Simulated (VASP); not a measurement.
Input of a VASP 6.6.1 run:

Contents of INCAR:

```
ALGO = Normal
EDIFF = 1E-7
ENCUT = 520
ISIF = 2
ISMEAR = 0
LASPH = T
LCHARG = T
LELF = T
LREAL = F
LVHAR = T
LWAVE = F
NBANDS = 14
NELM = 60
PREC = Accurate
SIGMA = 0.05
```

KPOINTS

```
k-points
0
Gamma
  8 8 8
```

File POSCAR:

```
NaI
1.0
    0.0000000000      3.4165613001      2.9040771051
    3.4165613001      0.0000000000      2.9040771051
    3.4165613001      3.4165613001      0.0000000000
Na I
1 1
Direct
    0.0000000000      0.0000000000      0.0000000000
    0.5000000000      0.5000000000      0.5000000000
```

Potentials or basis: VASP PAW LDA potentials, release 64 (Na_pv, I).

The run is started by

```sh
$ cat potpaw_LDA.64/Na_pv/POTCAR potpaw_LDA.64/I/POTCAR > POTCAR
$ mpirun -np 1 vasp_std > vasp.out
```

Question: What does it give for the band gap on the k mesh?

Answer: 3.32 eV.

Question: Predict the pressure.

Answer: -0.5 GPa.

Stress tensor (GPa, compression positive):
```
-2.12  0.00  0.00
 0.00 -2.12  0.00
 0.00  0.00  2.80
```

Caveat: spin-orbit coupling is left out, which moves the levels of the heavy elements.
